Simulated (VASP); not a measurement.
# Cu (Immm) in VASP: a series of runs

The runs below take Cu through single point, with PBE.

All numbers are computed with VASP 6.6.1; they aren't measurements. Logs are shortened: lines on timing, memory, paths and dates and some standing lists are left out, and cuts for length are marked.

**1. The cell of the first run**

The structure is orthorhombic, space group Immm (No. 71). The conventional cell has a = 2.508 Å, b = 2.604 Å, c = 3.615 Å, α = 90.00°, β = 90.00°, γ = 90.00°. Cu (site symmetry mmm) has 12 Cu at 2.51 to 2.60 Å within 3.3 Å.

**2. Single point, PBE (strain +0.0375 x Voigt [0, 0, 0, 0, 1, 0])**

INCAR reads:

```
PREC     = Accurate       # precision mode
ENCUT    = 520            # plane-wave cutoff, eV
EDIFF    = 1E-6           # SCF threshold, eV
ISMEAR   = 0              # smearing method
SIGMA    = 0.15           # smearing width, eV
LREAL    = False          # projectors in reciprocal space
LASPH    = True           # aspherical terms in the spheres
NELM     = 100            # most SCF steps
ALGO     = Fast           # electronic algorithm
ISIF     = 2              # what is computed and relaxed
LWAVE    = False          # write WAVECAR
LCHARG   = False          # write CHGCAR
GGA      = PE             # functional
NBANDS   = 12             # bands
```

KPOINTS reads:

```
Automatic mesh
0
Gamma
  22 22 22
```

POSCAR reads:

```
Cu
1.0
    0.0338906250      1.8075000000      1.8075000000
    1.8413906250      0.0000000000      1.8413906250
    1.8075000000      1.8075000000      0.0338906250
Cu
1
Direct
    0.0000000000      0.0000000000      0.0000000000
```

Potentials or basis: VASP PAW PBE potentials, release 64 (Cu).

The run is started by

```sh
$ cat potpaw_PBE.64/Cu/POTCAR > POTCAR
$ mpirun -np 1 vasp_std > vasp.out
```

OUTCAR:

```text
PREC = Accurate
   ENCUT = 520
   EDIFF = 1E-6
   ISMEAR = 0
   LREAL = False
   LASPH = True
   NELM = 100
   ISIF = 2
   GGA = PE

 ion  position               nearest neighbor table
   1  0.000  0.000  0.000-

  LATTYP: Found a body centered orthorhombic cell.
 ALAT       =     2.5082624325
 B/A-ratio  =     1.0382165605
 C/A-ratio  =     1.4412367515

  Lattice vectors:

 A1 = (   0.0338906250,  -1.8075000000,   1.8075000000)
 A2 = (  -0.0338906250,  -1.8075000000,  -1.8075000000)
 A3 = (   1.8075000000,   1.8075000000,   0.0338906250)

Analysis of symmetry for initial positions (statically):
=====================================================================
 Subroutine PRICEL returns:
 Original cell was already a primitive cell.

 Routine SETGRP: Setting up the symmetry group for a
 body centered orthorhombic supercell.

 Subroutine GETGRP returns: Found  8 space group operations
 (whereof  8 operations were pure point group operations)
 out of a pool of  8 trial point group operations.

The static configuration has the point symmetry D_2h.

Analysis of symmetry for dynamics (positions and initial velocities):
=====================================================================
 Subroutine PRICEL returns:
 Original cell was already a primitive cell.

 Routine SETGRP: Setting up the symmetry group for a
 body centered orthorhombic supercell.

 Subroutine GETGRP returns: Found  8 space group operations
 (whereof  8 operations were pure point group operations)
 out of a pool of  8 trial point group operations.

The dynamic configuration has the point symmetry D_2h.

 Subroutine INISYM returns: Found  8 space group operations
 (whereof  8 operations are pure point group operations),
 and found     1 'primitive' translations

----------------------------------------------------------------------------------------

                                     Primitive cell

  volume of cell :      11.8063

  direct lattice vectors                    reciprocal lattice vectors
     0.033890625  1.807500000  1.807500000    -0.281911004  0.276625173  0.281911004
     1.841390625  0.000000000  1.841390625     0.271533912 -0.276625173  0.271533912
     1.807500000  1.807500000  0.033890625     0.281911004  0.276625173 -0.281911004

  length of vectors
     2.556415669  2.604119596  2.556415669     0.485251600  0.473268229  0.485251600

  position of ions in fractional coordinates (direct lattice)
     0.000000000  0.000000000  0.000000000

  ion indices of the primitive-cell ions
   primitive index   ion index
                 1           1

----------------------------------------------------------------------------------------

 KPOINTS: Automatic mesh

Automatic generation of k-mesh.
 Grid dimensions read from file:
 generate k-points for:   22   22   22

 Generating k-lattice:

  Cartesian coordinates                     Fractional coordinates (reciprocal lattice)
    -0.012814137  0.012573871  0.012814137     0.045454545  0.000000000 -0.000000000
     0.012342451 -0.012573871  0.012342451     0.000000000  0.045454545  0.000000000
     0.012814137  0.012573871 -0.012814137    -0.000000000  0.000000000  0.045454545

  Length of vectors
     0.022056891  0.021512192  0.022056891

  Shift w.r.t. Gamma in fractional coordinates (k-lattice)
     0.000000000  0.000000000  0.000000000

 Subroutine IBZKPT returns following result:
 ===========================================

 Found   1530 irreducible k-points:

 Following reciprocal coordinates:
            Coordinates               Weight
  0.000000  0.000000  0.000000      1.000000
  0.045455  0.000000  0.000000      4.000000
  0.090909  0.000000  0.000000      4.000000
  0.136364  0.000000  0.000000      4.000000
  0.181818  0.000000 -0.000000      4.000000
  0.227273  0.000000 -0.000000      4.000000
[... 16 lines left out ...]
  0.454545  0.045455 -0.000000      8.000000
  0.500000  0.045455 -0.000000      8.000000
 [... further k-points ...]
   k-points           NKPTS =   1530   k-points in BZ     NKDIM =   1530   number of bands    NBANDS=     12
   number of dos      NEDOS =    301   number of ions     NIONS =      1
   total plane-waves  NPLWV =   8000
   dimension x,y,z NGX =    20 NGY =   20 NGZ =   20
   dimension x,y,z NGXF=    40 NGYF=   40 NGZF=   40
   ions per type =               1
   NGX,Y,Z   is equivalent  to a cutoff of  13.01, 12.77, 13.01 a.u.
   NGXF,Y,Z  is equivalent  to a cutoff of  26.01, 25.54, 26.01 a.u.
 SYSTEM =  unknown system
   PREC   = accura    normal or accurate (medium, high low for compatibility)
   ISTART =      0    job   : 0-new  1-cont  2-samecut
   ICHARG =      2    charge: 1-file 2-atom 10-const
   ISPIN  =      1    spin polarized calculation?
   LNONCOLLINEAR =      F non collinear calculations
   LSORBIT =      F    spin-orbit coupling
   LASPH  =      T    aspherical Exc in radial PAW
   ENCUT  =  520.0 eV  38.22 Ry    6.18 a.u.   4.75  4.84  4.75*2*pi/ulx,y,z
   NELM   =    100;   NELMIN=  2; NELMDL= -5     # of ELM steps
   EDIFF  = 0.1E-05   stopping-criterion for ELM
   LREAL  =      F    real-space projection
   EDIFFG = 0.1E-04   stopping-criterion for IOM
   NSW    =      0    number of steps for IOM
   IBRION =     -1    ionic relax: 0-MD 1-quasi-New 2-CG
   NFREE  =      0    steps in history (QN), initial steepest desc. (CG)
   ISIF   =      2    stress and relaxation
   ISYM   =      2    0-nonsym 1-usesym 2-fastsym
   POTIM  = 0.5000    time-step for ionic-motion
   TEBEG  =    0.0;   TEEND  =   0.0 temperature during run
   PSTRESS=    0.0 pullay stress
   NELECT =      11.0000    total number of electrons
   NUPDOWN=      -1.0000    fix difference up-down
   EMIN   =  10.00;   EMAX   =-10.00  energy-range for DOS
   EFERMI =   0.00;   METHOD = LEGACY
   ISMEAR =     0;   SIGMA  =   0.15  broadening in eV -4-tet -1-fermi 0-gaus
   EFERMI_NEDOS =   21; number of points for ismear=-14 and -15
   IALGO  =     68    algorithm
   IMIX   =      4    mixing-type and parameters
     AMIX     =   0.40;   BMIX     =  1.00
     AMIX_MAG =   1.60;   BMIX_MAG =  1.00
  volume/ion in A,a.u.               =      11.81        79.67
  Fermi-wavevector in a.u.,A,eV,Ry     =   1.598950  3.021578 34.785231  2.556642
  Thomas-Fermi vector in A             =   2.696320
   LORBIT       =      0    0 simple, 1 ext, 2 COOP (PROOUT), +10 PAW based schemes
   GGA     = PE    functional components
   LHFCALC =     F    Hartree Fock is set to
   AEXX    =    0.0000 exact exchange contribution
   IVDW    =     0    specifies the selected vdW correction
   LEPSILON=     F    determine dielectric tensor
   LRPA    =     F    only Hartree local field effects (RPA)
 non-spin polarized calculation
 RMM-DIIS sequential band-by-band and
 Gauss-broadening in eV      SIGMA  =   0.15
  energy-cutoff  :      520.00
  volume of cell :       11.81
 maximum number of plane-waves:       331
   NGX =  9   NGY =  9   NGZ =  9

 number of electron      10.9999997 magnetization

 Free energy of the ion-electron system (eV)
  ---------------------------------------------------
  ext. energy  EPLUGINS =         0.00000000
  ---------------------------------------------------
  free energy    TOTEN  =        -3.72428168 eV

  energy without entropy =       -3.72125941  energy(sigma->0) =       -3.72277054

 E-fermi :   7.5972     XC(G=0): -12.7271

 val. band max:        7.5970746843   @ k =   0.3182   0.4545   0.0000
 cond. band min:       7.6003216444   @ k =  -0.3182  -0.1364   0.1818
 fundamental gap:      0.0032469602
 Fermi energy:         7.5971967813

 k-point     1 :       0.0000    0.0000    0.0000
  band No.  band energies     occupation
      1      -1.7638      2.00000
      2       4.4644      2.00000
      3       4.5418      2.00000
      4       4.6616      2.00000
      5       5.3885      2.00000
      6       5.3925      2.00000
      7      30.0031      0.00000
      8      31.9260      0.00000
      9      33.0373      0.00000
     10      33.7737      0.00000
     11      34.5697      0.00000
     12      35.2291      0.00000

 k-point     2 :       0.0455    0.0000    0.0000
  band No.  band energies     occupation
      1      -1.6863      2.00000
      2       4.4800      2.00000
      3       4.5483      2.00000
      4       4.6557      2.00000
      5       5.3806      2.00000
      6       5.3847      2.00000
      7      29.8312      0.00000
      8      31.6847      0.00000
      9      31.9693      0.00000
     10      33.1126      0.00000
     11      34.9252      0.00000
     12      35.7501      0.00000

 k-point     3 :       0.0909    0.0000    0.0000
  band No.  band energies     occupation
      1      -1.4554      2.00000
      2       4.5229      2.00000
      3       4.5367      2.00000
      4       4.6686      2.00000
      5       5.3606      2.00000
      6       5.3646      2.00000
      7      28.6631      0.00000
      8      30.6816      0.00000
      9      31.1847      0.00000
     10      32.5010      0.00000
     11      35.7523      0.00000
     12      36.4614      0.00000
[... 286 lines left out ...]
 k-point    23 :       0.4545    0.0455   -0.0000
  band No.  band energies     occupation
      1       2.5165      2.00000
      2       4.4310      2.00000
      3       4.6369      2.00000
      4       5.5244      2.00000
      5       5.9659      2.00000
      6       6.5416      2.00000
      7      12.5996      0.00000
      8      27.8756      0.00000
      9      28.4647      0.00000
     10      29.2194      0.00000
     11      32.9387      0.00000
     12      33.6973      0.00000

 k-point    24 :       0.5000    0.0455   -0.0000
  band No.  band energies     occupation
      1       2.5834      2.00000
      2       4.4134      2.00000
      3       4.6167      2.00000
      4       5.6854      2.00000
      5       5.9881      2.00000
      6       7.0348      2.00000
      7      11.6969      0.00000
      8      27.6047      0.00000
      9      28.5112      0.00000
     10      29.2056      0.00000
     11      32.9230      0.00000
     12      33.3685      0.00000

 [... further k-points ...]
[... 5 lines left out ...]
  --------------------------------------------------------------------------------------
  -------------------------------------------------------------------------------------
  Total        0.1899765      0.1688942      0.1899765      0.0000000      0.0000000     -0.2487801
  in kB       25.7809160     22.9199273     25.7809160      0.0000000      0.0000000    -33.7608937
  external PRESSURE =      24.8272531 kB  Pullay stress =       0.0000000 kB

 VOLUME and BASIS-vectors are now :
 -----------------------------------------------------------------------------
  energy-cutoff  :      520.00
  volume of cell :       11.81
      direct lattice vectors                 reciprocal lattice vectors
     0.033890625  1.807500000  1.807500000    -0.281911004  0.276625173  0.281911004
     1.841390625  0.000000000  1.841390625     0.271533912 -0.276625173  0.271533912
     1.807500000  1.807500000  0.033890625     0.281911004  0.276625173 -0.281911004

 POSITION                                       TOTAL-FORCE (eV/Angst)
 -----------------------------------------------------------------------------------
      0.00000      0.00000      0.00000        -0.000000      0.000000     -0.000000
 -----------------------------------------------------------------------------------
    total drift:                               -0.000000     -0.000000     -0.000000

  FREE ENERGIE OF THE ION-ELECTRON SYSTEM (eV)
  ---------------------------------------------------
  free  energy   TOTEN  =        -3.7242816756 eV

  energy  without entropy=       -3.7212594114  energy(sigma->0) =       -3.72277054
```

It took 2 min on 1 thread of AMD EPYC 9R45 (Zen 5), shared host; peak memory 0.28 GiB.

What came out:

* Free energy: -3.7243 eV
* Pressure: 2.5 GPa

Stress tensor (GPa, compression positive):
```
 2.58  0.00 -3.38
 0.00  2.29  0.00
-3.38  0.00  2.58
```

Levels at points of the mesh, in eV from the Fermi level:
| k point | band 2 | band 3 | band 4 | band 5 | band 6 | band 7 | band 8 | band 9 | band 10 | band 11 |
| --- | --- | --- | --- | --- | --- | --- | --- | --- | --- | --- |
| (0.00, 0.00, 0.00) | -3.13 | -3.06 | -2.94 | -2.21 | -2.20 | 22.41 | 24.33 | 25.44 | 26.18 | 26.97 |
| (0.50, 0.00, 0.00) | -3.17 | -2.99 | -1.67 | -1.59 | -0.84 | 4.02 | 20.70 | 21.42 | 22.07 | 24.53 |
| (0.00, 0.50, 0.00) | -3.15 | -2.97 | -1.70 | -1.62 | -1.18 | 3.50 | 21.19 | 22.38 | 22.77 | 25.12 |
| (0.50, 0.50, 0.00) | -4.43 | -1.68 | -1.51 | -1.49 | 1.50 | 7.12 | 13.08 | 13.09 | 17.58 | 20.26 |
| (0.50, 0.00, 0.50) | -4.43 | -1.66 | -1.51 | -1.50 | 1.49 | 7.11 | 12.21 | 13.99 | 17.36 | 20.50 |

Caveat: the cell differs from its parent crystal (strain +0.0375 x Voigt [0, 0, 0, 0, 1, 0]).

**3. Single point, PBE (strain +0.0125 x Voigt [0, 0, 0, 0, 1, 0])**

INCAR reads:

```
  PREC = Accurate
  ENCUT = 520
  EDIFF = 1E-6
  ISMEAR = 0
  SIGMA = 0.15
  LREAL = F
  LASPH = T
  NELM = 100
  ALGO = Fast
  ISIF = 2
  LWAVE = F
  LCHARG = F
  GGA = PE
  NBANDS = 12
```

KPOINTS reads:

```
regular mesh
0
Gamma
  22 22 22
```

POSCAR reads:

```
Cu
1.0
    0.0112968750      1.8075000000      1.8075000000
    1.8187968750      0.0000000000      1.8187968750
    1.8075000000      1.8075000000      0.0112968750
Cu
1
Direct
    0.0000000000      0.0000000000      0.0000000000
```

Potentials or basis: VASP PAW PBE potentials, release 64 (Cu).

The run is started by

```sh
$ cat potpaw_PBE.64/Cu/POTCAR > POTCAR
$ mpirun -np 1 vasp_std > vasp.out
```

It took 1.9 min on 1 thread of AMD EPYC 9R45 (Zen 5), shared host; peak memory 0.27 GiB.

Results (log left out):

```yaml
Free_energy: -3.7285 eV
Pressure: 2.2 GPa
```

Stress tensor (GPa, compression positive):
```
 2.24  0.00 -1.15
 0.00  2.21  0.00
-1.15  0.00  2.24
```

Levels at points of the mesh, in eV from the Fermi level:
```tsv
k point	band 2	band 3	band 4	band 5	band 6	band 7	band 8	band 9	band 10	band 11
(0.00, 0.00, 0.00)	-3.06	-3.03	-2.99	-2.20	-2.20	22.57	24.93	25.26	25.55	27.48
(0.50, 0.00, 0.00)	-3.09	-3.03	-1.64	-1.62	-0.94	3.84	20.98	21.85	22.05	24.89
(0.00, 0.50, 0.00)	-3.08	-3.03	-1.65	-1.63	-1.06	3.67	21.16	22.14	22.30	25.10
(0.50, 0.50, 0.00)	-4.42	-1.66	-1.49	-1.49	1.50	7.12	13.08	13.08	17.58	20.26
(0.50, 0.00, 0.50)	-4.42	-1.65	-1.49	-1.49	1.50	7.11	12.79	13.38	17.55	20.29
```

Caveat: the cell differs from its parent crystal (strain +0.0125 x Voigt [0, 0, 0, 0, 1, 0]).
